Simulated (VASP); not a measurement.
A run of VASP 6.6.1 is set up as follows.

INCAR

```
SYSTEM = Ru
ALGO = Normal ; DIPOL = 0.5 0.5 0.497
EDIFF = 1E-6 ; ENCUT = 520
GGA = PS ; IDIPOL = 3
ISIF = 2 ; ISMEAR = 0
LASPH = .TRUE. ; LCHARG = .FALSE.
LDIPOL = .TRUE. ; LREAL = .FALSE.
LWAVE = .FALSE. ; NBANDS = 51
NELM = 60 ; PREC = Accurate
SIGMA = 0.1
```

Contents of KPOINTS:

```
k-points
0
G
  9 9 1
  0 0 0
```

POSCAR

```
Ru
1.0
    2.7082189700      0.0000000000      0.0000000000
    0.0000000000      2.7082189700      0.0000000000
    0.0000000000      0.0000000000     27.5750001615
Ru
6
Direct
    0.5000000000      0.5000000000      0.3263825910
    0.0000000000      0.0000000000      0.3958295606
    0.5000000000      0.5000000000      0.4652765202
    0.0000000000      0.0000000000      0.5299032810
    0.5000000000      0.5000000000      0.6011152928
    0.0000000000      0.0000000000      0.6626037181
```

Potentials or basis: VASP PAW PBE potentials, release 64 (Ru_pv).

Command:

```sh
$ cat potpaw_PBE.64/Ru_pv/POTCAR > POTCAR
$ mpirun -np 1 vasp_std > vasp.out
```

(1) Estimate the largest force.

(2) Predict the band gap on the k mesh.

## Answers

(1) 1.601 eV/Å.

(2) zero (band 42 reaches 3.51 eV, above the bottom of band 43 at 1.57 eV).

Caveat: the PAW data sets were made with another functional, which shifts forces and pressure a little.
